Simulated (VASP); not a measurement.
A run of VASP 6.6.1 is set up as follows.

INCAR

```
SYSTEM = BH12C3N
PREC = Accurate
ENCUT = 520
EDIFF = 1E-6
ISMEAR = 0
SIGMA = 0.02
LREAL = Auto
LASPH = .TRUE.
NELM = 100
ALGO = Normal
ISIF = 2
LWAVE = .FALSE.
LCHARG = .TRUE.
GGA = PE
IVDW = 12
LELF = .TRUE.
LVHAR = .TRUE.
NBANDS = 30
```

KPOINTS

```
Automatic mesh
0
G
  6 6 6
  0 0 0
```

POSCAR

```
BH12C3N
1.0
    4.4982531351      2.5970676584      1.9290806161
   -4.4982531351      2.5970676584      1.9290806161
    0.0000000000     -5.1941353169      1.9290806160
B H C N
1 12 3 1
Direct
    0.9225130323      0.9225130323      0.9225130323
    0.2754481721      0.5433104789      0.2754481721
    0.2754481721      0.2754481721      0.5433104789
    0.5433104789      0.2754481721      0.2754481721
    0.3972206531      0.8634552036      0.5957610726
    0.5957610726      0.3972206531      0.8634552036
    0.8634552036      0.5957610726      0.3972206531
    0.5957610726      0.8634552036      0.3972206531
    0.8634552036      0.3972206531      0.5957610726
    0.3972206531      0.5957610726      0.8634552036
    0.0591469091      0.0591469091      0.8342246264
    0.8342246264      0.0591469091      0.0591469091
    0.0591469091      0.8342246264      0.0591469091
    0.4647253511      0.7335776926      0.4647253511
    0.4647253511      0.4647253511      0.7335776926
    0.7335776926      0.4647253511      0.4647253511
    0.6432594468      0.6432594468      0.6432594468
```

Potentials or basis: VASP PAW PBE potentials, release 64 (B, H, C, N).

Launch:

```sh
$ cat potpaw_PBE.64/B/POTCAR potpaw_PBE.64/H/POTCAR potpaw_PBE.64/C/POTCAR potpaw_PBE.64/N/POTCAR > POTCAR
$ mpirun -np 1 vasp_std > vasp.out
```

(1) Estimate the pressure.

(2) What does it give for the largest force?

Results:

(1) -0.1 GPa.

(2) 0.037 eV/Å.
